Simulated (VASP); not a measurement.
A run of VASP 6.6.1 is set up as follows.

File INCAR:

```
SYSTEM = TePb
  PREC = Accurate
  ENCUT = 500
  EDIFF = 1E-6
  ISMEAR = 0
  SIGMA = 0.02
  LREAL = .False.
  LASPH = .True.
  NELM = 200
  ALGO = Normal
  ISIF = 2
  LWAVE = .False.
  LCHARG = .False.
  LNONCOLLINEAR = .True.
  MAGMOM = 0 0 0 0 0 0
  LORBIT = 11
  LSORBIT = .True.
  GGA_COMPAT = .False.
  LORBMOM = .True.
  GGA = PE
  NBANDS = 32
```

File KPOINTS:

```
regular mesh
0
Gamma
  10 10 10
  0 0 0
```

The input POSCAR:

```
TePb
1.0
    0.0000000000      3.2483050867      3.2483050867
    3.2483050867      0.0000000000      3.2483050867
    3.2483050867      3.2483050867      0.0000000000
Te Pb
1 1
Direct
    0.5000000000      0.5000000000      0.5000000000
    0.0000000000      0.0000000000      0.0000000000
```

Potentials or basis: VASP PAW PBE potentials, release 64 (Te, Pb_d).

Launch:

```bash
$ cat potpaw_PBE.64/Te/POTCAR potpaw_PBE.64/Pb_d/POTCAR > POTCAR
$ mpirun -np 1 vasp_ncl > vasp.out
```

(1) Estimate the pressure.

(2) What does it give for the net moment?

## Answers

(1) 1.3 GPa.

(2) 0.00 μB per cell.
